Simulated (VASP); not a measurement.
Wanted: the native input for a VASP 6.6.1 run.

```yaml
Task: single point
Functional: PBE
Potentials_or_basis: VASP PAW PBE potentials, release 64 (Cd, Te, Se)
Cutoff: 520 eV
k_mesh: 4 × 4 × 4
Occupations: gaussian, width 0.1 eV
Spin: no spin polarisation
Dipole_correction: no
Further_INCAR_settings: ALGO = Normal; EDIFF = 1e-06; NBANDS = 26
```

The structure of CdTeSe3 lies in POSCAR:

```
CdTeSe3
1.0
    5.4562180338      0.0000000000      0.0000000000
    0.0000000000      5.4562180338      0.0000000000
    0.0000000000      0.0000000000      6.1158206852
Cd Te Se
1 1 3
Direct
    0.0000000000      0.0000000000      1.3700572011
    0.5000000000      0.5000000000      0.5842822842
    0.0000000000      0.5000000000      0.4201263792
    0.5000000000      0.5000000000     -0.0219932237
    0.5000000000      0.0000000000      0.4201263792
```

The input as run:

INCAR

```
SYSTEM = CdTeSe3
  PREC = Accurate
  ENCUT = 520
  EDIFF = 1E-6
  ISMEAR = 0
  SIGMA = 0.1
  LREAL = .FALSE.
  LASPH = .TRUE.
  NELM = 80
  ALGO = Normal
  ISIF = 2
  LWAVE = .FALSE.
  LCHARG = .FALSE.
  GGA = PE
  NBANDS = 26
```

KPOINTS

```
Automatic mesh
0
G
  4 4 4
  0 0 0
```

Potentials or basis: VASP PAW PBE potentials, release 64 (Cd, Te, Se).

The run is started by

```console
$ cat potpaw_PBE.64/Cd/POTCAR potpaw_PBE.64/Te/POTCAR potpaw_PBE.64/Se/POTCAR > POTCAR
$ mpirun -np 1 vasp_std > vasp.out
```

Results of the run:

The pressure is 0.2 GPa. The largest force is 0.036 eV/Å and the band gap on the k mesh is zero (band 18 reaches 1.44 eV, above the bottom of band 19 at 0.65 eV).

Caveat: spin-orbit coupling is left out, which moves the levels of the heavy elements.

Run time: 63 s on 1 thread of Intel(R) Xeon(R) Platinum 8488C (Sapphire Rapids) (shared host), peak memory 0.32 GiB.
